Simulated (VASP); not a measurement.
# WC (zincblende type) (F-43m) in VASP: notebook

Runs on WC (zincblende type). Level: PBE. Tasks: single point.

Everything below comes from runs of VASP 6.6.1. Logs are shortened: lines on timing, memory, paths and dates and some standing lists are left out, and cuts for length are marked.

## 1. The cell of the first run

The structure is cubic, space group F-43m (No. 216). Conventional cell: a = 4.699 Å, b = 4.699 Å, c = 4.699 Å, α = 90.00°, β = 90.00°, γ = 90.00°. Within 2.7 Å of W (site symmetry -43m) lie 4 C at 2.03 Å. C (site symmetry -43m) has 4 W at 2.03 Å within 2.7 Å.

## 2. Single point, PBE

File INCAR:

```
  PREC = Accurate
  ENCUT = 520
  EDIFF = 1E-7
  ISMEAR = -1
  SIGMA = 0.08
  LREAL = False
  LASPH = True
  NELM = 100
  ALGO = Normal
  ISIF = 2
  LWAVE = False
  LCHARG = False
  GGA = PE
  NBANDS = 16
```

File KPOINTS:

```
Automatic mesh
0
Gamma
  14 14 14
```

File POSCAR:

```
WC
1.0
    0.0000000000      2.3496567133      2.3496567133
    2.3496567133      0.0000000000      2.3496567133
    2.3496567133      2.3496567133      0.0000000000
W C
1 1
Direct
    0.0000000000      0.0000000000      0.0000000000
    0.2500000000      0.2500000000      0.2500000000
```

Potentials or basis: VASP PAW PBE potentials, release 64 (W_sv, C).

Launch:

```bash
$ cat potpaw_PBE.64/W_sv/POTCAR potpaw_PBE.64/C/POTCAR > POTCAR
$ mpirun -np 1 vasp_std > vasp.out
```

OUTCAR:

```text
PREC = Accurate
   ENCUT = 520
   EDIFF = 1E-7
   ISMEAR = -1
   LREAL = False
   LASPH = True
   NELM = 100
   ISIF = 2
   GGA = PE

 ion  position               nearest neighbor table
   1  0.000  0.000  0.000-   2 2.03   2 2.03   2 2.03   2 2.03
   2  0.250  0.250  0.250-   1 2.03   1 2.03   1 2.03   1 2.03

  LATTYP: Found a face centered cubic cell.
 ALAT       =     4.6993134266

  Lattice vectors:

 A1 = (   0.0000000000,   2.3496567133,   2.3496567133)
 A2 = (   2.3496567133,   0.0000000000,   2.3496567133)
 A3 = (   2.3496567133,   2.3496567133,   0.0000000000)

Analysis of symmetry for initial positions (statically):
=====================================================================
 Subroutine PRICEL returns:
 Original cell was already a primitive cell.

 Routine SETGRP: Setting up the symmetry group for a
 face centered cubic supercell.

 Subroutine GETGRP returns: Found 24 space group operations
 (whereof 24 operations were pure point group operations)
 out of a pool of 48 trial point group operations.

The static configuration has the point symmetry T_d .

Analysis of symmetry for dynamics (positions and initial velocities):
=====================================================================
 Subroutine PRICEL returns:
 Original cell was already a primitive cell.

 Routine SETGRP: Setting up the symmetry group for a
 face centered cubic supercell.

 Subroutine GETGRP returns: Found 24 space group operations
 (whereof 24 operations were pure point group operations)
 out of a pool of 48 trial point group operations.

The dynamic configuration has the point symmetry T_d .

 Subroutine INISYM returns: Found 24 space group operations
 (whereof 24 operations are pure point group operations),
 and found     1 'primitive' translations

----------------------------------------------------------------------------------------

                                     Primitive cell

  volume of cell :      25.9444

  direct lattice vectors                    reciprocal lattice vectors
     0.000000000  2.349656713  2.349656713    -0.212797043  0.212797043  0.212797043
     2.349656713  0.000000000  2.349656713     0.212797043 -0.212797043  0.212797043
     2.349656713  2.349656713  0.000000000     0.212797043  0.212797043 -0.212797043

  length of vectors
     3.322916391  3.322916391  3.322916391     0.368575290  0.368575290  0.368575290

  position of ions in fractional coordinates (direct lattice)
     0.000000000  0.000000000  0.000000000
     0.250000000  0.250000000  0.250000000

  ion indices of the primitive-cell ions
   primitive index   ion index
                 1           1
                 2           2

----------------------------------------------------------------------------------------

 KPOINTS: Automatic mesh

Automatic generation of k-mesh.
 Grid dimensions read from file:
 generate k-points for:   14   14   14

 Generating k-lattice:

  Cartesian coordinates                     Fractional coordinates (reciprocal lattice)
    -0.015199789  0.015199789  0.015199789     0.071428571  0.000000000  0.000000000
     0.015199789 -0.015199789  0.015199789     0.000000000  0.071428571  0.000000000
     0.015199789  0.015199789 -0.015199789     0.000000000  0.000000000  0.071428571

  Length of vectors
     0.026326806  0.026326806  0.026326806

  Shift w.r.t. Gamma in fractional coordinates (k-lattice)
     0.000000000  0.000000000  0.000000000

 Subroutine IBZKPT returns following result:
 ===========================================

 Found    104 irreducible k-points:

 Following reciprocal coordinates:
            Coordinates               Weight
  0.000000  0.000000  0.000000      1.000000
  0.071429  0.000000  0.000000      8.000000
  0.142857  0.000000  0.000000      8.000000
  0.214286  0.000000  0.000000      8.000000
  0.285714  0.000000  0.000000      8.000000
  0.357143  0.000000  0.000000      8.000000
[... 16 lines left out ...]
  0.214286  0.142857  0.000000     24.000000
  0.285714  0.142857  0.000000     24.000000
 [... further k-points ...]
   k-points           NKPTS =    104   k-points in BZ     NKDIM =    104   number of bands    NBANDS=     16
   number of dos      NEDOS =    301   number of ions     NIONS =      2
   total plane-waves  NPLWV =  21952
   dimension x,y,z NGX =    28 NGY =   28 NGZ =   28
   dimension x,y,z NGXF=    56 NGYF=   56 NGZF=   56
   ions per type =               1   1
   NGX,Y,Z   is equivalent  to a cutoff of  14.01, 14.01, 14.01 a.u.
   NGXF,Y,Z  is equivalent  to a cutoff of  28.02, 28.02, 28.02 a.u.
 SYSTEM =  unknown system
   PREC   = accura    normal or accurate (medium, high low for compatibility)
   ISTART =      0    job   : 0-new  1-cont  2-samecut
   ICHARG =      2    charge: 1-file 2-atom 10-const
   ISPIN  =      1    spin polarized calculation?
   LNONCOLLINEAR =      F non collinear calculations
   LSORBIT =      F    spin-orbit coupling
   LASPH  =      T    aspherical Exc in radial PAW
   ENCUT  =  520.0 eV  38.22 Ry    6.18 a.u.   6.18  6.18  6.18*2*pi/ulx,y,z
   NELM   =    100;   NELMIN=  2; NELMDL= -5     # of ELM steps
   EDIFF  = 0.1E-06   stopping-criterion for ELM
   LREAL  =      F    real-space projection
   EDIFFG = 0.1E-05   stopping-criterion for IOM
   NSW    =      0    number of steps for IOM
   IBRION =     -1    ionic relax: 0-MD 1-quasi-New 2-CG
   NFREE  =      0    steps in history (QN), initial steepest desc. (CG)
   ISIF   =      2    stress and relaxation
   ISYM   =      2    0-nonsym 1-usesym 2-fastsym
   POTIM  = 0.5000    time-step for ionic-motion
   TEBEG  =    0.0;   TEEND  =   0.0 temperature during run
   PSTRESS=    0.0 pullay stress
   NELECT =      18.0000    total number of electrons
   NUPDOWN=      -1.0000    fix difference up-down
   EMIN   =  10.00;   EMAX   =-10.00  energy-range for DOS
   EFERMI =   0.00;   METHOD = LEGACY
   ISMEAR =    -1;   SIGMA  =   0.08  broadening in eV -4-tet -1-fermi 0-gaus
   EFERMI_NEDOS =   21; number of points for ismear=-14 and -15
   IALGO  =     38    algorithm
   IMIX   =      4    mixing-type and parameters
     AMIX     =   0.40;   BMIX     =  1.00
     AMIX_MAG =   1.60;   BMIX_MAG =  1.00
  volume/ion in A,a.u.               =      12.97        87.54
  Fermi-wavevector in a.u.,A,eV,Ry     =   1.449277  2.738735 28.577709  2.100402
  Thomas-Fermi vector in A             =   2.567022
   LORBIT       =      0    0 simple, 1 ext, 2 COOP (PROOUT), +10 PAW based schemes
   GGA     = PE    functional components
   LHFCALC =     F    Hartree Fock is set to
   AEXX    =    0.0000 exact exchange contribution
   IVDW    =     0    specifies the selected vdW correction
   LEPSILON=     F    determine dielectric tensor
   LRPA    =     F    only Hartree local field effects (RPA)
 non-spin polarized calculation
  energy-cutoff  :      520.00
  volume of cell :       25.94
 maximum number of plane-waves:       725
 NGX is ok and might be reduce to    28
   NGX = 13   NGY = 13   NGZ = 13

 number of electron      18.0000001 magnetization

 Free energy of the ion-electron system (eV)
  ---------------------------------------------------
  ext. energy  EPLUGINS =         0.00000000
  ---------------------------------------------------
  free energy    TOTEN  =       -21.10611555 eV

  energy without entropy =      -21.08348554  energy(sigma->0) =      -21.09480055

 E-fermi :   8.8460     XC(G=0): -12.3172

 val. band max:        8.8393478404   @ k =  -0.3571   0.0714   0.0000
 cond. band min:       8.8499784313   @ k =  -0.2857   0.3571   0.0714
 fundamental gap:      0.0106305909
 Fermi energy:         8.8460147359

 k-point     1 :       0.0000    0.0000    0.0000
  band No.  band energies     occupation
      1     -65.8944      2.00000
      2     -30.0253      2.00000
      3     -30.0253      2.00000
      4     -30.0253      2.00000
      5      -4.8582      2.00000
      6       3.2426      2.00000
[... 8 lines left out ...]
     15      22.9193      0.00000
     16      22.9193      0.00000

 k-point     2 :       0.0714    0.0000    0.0000
  band No.  band energies     occupation
      1     -65.8937      2.00000
      2     -30.0407      2.00000
      3     -30.0276      2.00000
      4     -30.0276      2.00000
      5      -4.7614      2.00000
      6       3.1559      2.00000
[... 8 lines left out ...]
     15      21.9350      0.00000
     16      22.9042      0.00000

 k-point     3 :       0.1429    0.0000    0.0000
  band No.  band energies     occupation
      1     -65.8917      2.00000
      2     -30.0837      2.00000
      3     -30.0340      2.00000
      4     -30.0340      2.00000
      5      -4.4882      2.00000
      6       2.9555      2.00000
[... 8 lines left out ...]
     15      20.1562      0.00000
     16      22.9359      0.00000

 k-point     4 :       0.2143    0.0000    0.0000
  band No.  band energies     occupation
      1     -65.8889      2.00000
      2     -30.1451      2.00000
      3     -30.0433      2.00000
      4     -30.0433      2.00000
      5      -4.0905      2.00000
      6       2.7719      2.00000
[... 8 lines left out ...]
     15      18.4816      0.00000
     16      23.2054      0.00000
[... 324 lines left out ...]
 k-point    22 :       0.1429    0.1429    0.0000
  band No.  band energies     occupation
      1     -65.8908      2.00000
      2     -30.0825      2.00000
      3     -30.0472      2.00000
      4     -30.0472      2.00000
      5      -4.3618      2.00000
      6       2.7046      2.00000
[... 8 lines left out ...]
     15      21.1540      0.00000
     16      22.0366      0.00000

 k-point    23 :       0.2143    0.1429    0.0000
  band No.  band energies     occupation
      1     -65.8887      2.00000
      2     -30.1226      2.00000
      3     -30.0582      2.00000
      4     -30.0557      2.00000
      5      -4.0595      2.00000
      6       2.5043      2.00000
[... 8 lines left out ...]
     15      20.0648      0.00000
     16      22.0186      0.00000

 k-point    24 :       0.2857    0.1429    0.0000
  band No.  band energies     occupation
      1     -65.8860      2.00000
      2     -30.1779      2.00000
      3     -30.0694      2.00000
      4     -30.0662      2.00000
      5      -3.6666      2.00000
      6       2.4038      2.00000
[... 8 lines left out ...]
     15      19.0226      0.00000
     16      22.4113      0.00000

 [... further k-points ...]

------------------------ aborting loop because EDIFF is reached ----------------------------------------

  FORCE on cell =-STRESS in cart. coord.  units (eV):
  Direction    XX          YY          ZZ          XY          YZ          ZX
  --------------------------------------------------------------------------------------
  -------------------------------------------------------------------------------------
  Total        0.1053755      0.1053755      0.1053755      0.0000000      0.0000000      0.0000000
  in kB        6.5073927      6.5073927      6.5073927      0.0000000      0.0000000      0.0000000
  external PRESSURE =       6.5073927 kB  Pullay stress =       0.0000000 kB

 VOLUME and BASIS-vectors are now :
 -----------------------------------------------------------------------------
  energy-cutoff  :      520.00
  volume of cell :       25.94
      direct lattice vectors                 reciprocal lattice vectors
     0.000000000  2.349656713  2.349656713    -0.212797043  0.212797043  0.212797043
     2.349656713  0.000000000  2.349656713     0.212797043 -0.212797043  0.212797043
     2.349656713  2.349656713  0.000000000     0.212797043  0.212797043 -0.212797043

 POSITION                                       TOTAL-FORCE (eV/Angst)
 -----------------------------------------------------------------------------------
      0.00000      0.00000      0.00000         0.000000      0.000000      0.000000
      1.17483      1.17483      1.17483        -0.000000     -0.000000     -0.000000
 -----------------------------------------------------------------------------------
    total drift:                                0.000000      0.000000      0.000000

  FREE ENERGIE OF THE ION-ELECTRON SYSTEM (eV)
  ---------------------------------------------------
  free  energy   TOTEN  =       -21.1061155473 eV

  energy  without entropy=      -21.0834855443  energy(sigma->0) =      -21.09480055
```

It took 34 s on 1 thread of Intel Xeon Platinum 8488C (Sapphire Rapids), shared host; peak memory 0.18 GiB.

Results:

```
Free energy            : -21.1061 eV
Pressure               : 0.7 GPa
Band gap on the k mesh : zero (bands 9 and 10 overlap by 1.25 eV)
```

Caveat: spin-orbit coupling is left out, which moves the levels of the heavy elements.

## 3. Single point, PBE

File INCAR:

```
ALGO = Normal
EDIFF = 1E-6
ENCUT = 520
GGA = PE
ISIF = 2
ISMEAR = -1
LASPH = True
LCHARG = True
LELF = True
LREAL = False
LVHAR = True
LWAVE = False
NBANDS = 16
NELM = 80
PREC = Accurate
SIGMA = 0.08
```

File KPOINTS:

```
k-points
0
Gamma
  14 14 14
```

File POSCAR:

```
WC
1.0
    0.0000000000      2.3495218159      2.3495218159
    2.3495218159      0.0000000000      2.3495218159
    2.3495218159      2.3495218159      0.0000000000
W C
1 1
Direct
    0.0000000000      0.0000000000      0.0000000000
    0.2500000000      0.2500000000      0.2500000000
```

Potentials or basis: VASP PAW PBE potentials, release 64 (W_sv, C).

Launch:

```bash
$ cat potpaw_PBE.64/W_sv/POTCAR potpaw_PBE.64/C/POTCAR > POTCAR
$ mpirun -np 1 vasp_std > vasp.out
```

It took 35 s on 1 thread of Intel Xeon Platinum 8488C (Sapphire Rapids), shared host; peak memory 0.19 GiB.

It converged, with:

```
Free energy            : -21.1061 eV
Pressure               : 0.7 GPa
Band gap on the k mesh : zero (bands 9 and 10 overlap by 1.25 eV)
```

Levels at points of the mesh, in eV from the Fermi level:
```csv
k point,band 6,band 7,band 8,band 9,band 10,band 11,band 12,band 13
"(0.00, 0.00, 0.00)",-5.60,-5.60,-5.60,-0.02,-0.02,2.69,7.56,7.56
"(0.50, 0.00, 0.00)",-5.56,-4.90,-4.90,0.83,0.83,1.19,5.04,5.04
"(0.50, 0.50, 0.00)",-7.30,-2.67,-2.67,-2.10,1.55,1.82,2.77,2.77
```

Caveat: spin-orbit coupling is left out, which moves the levels of the heavy elements.
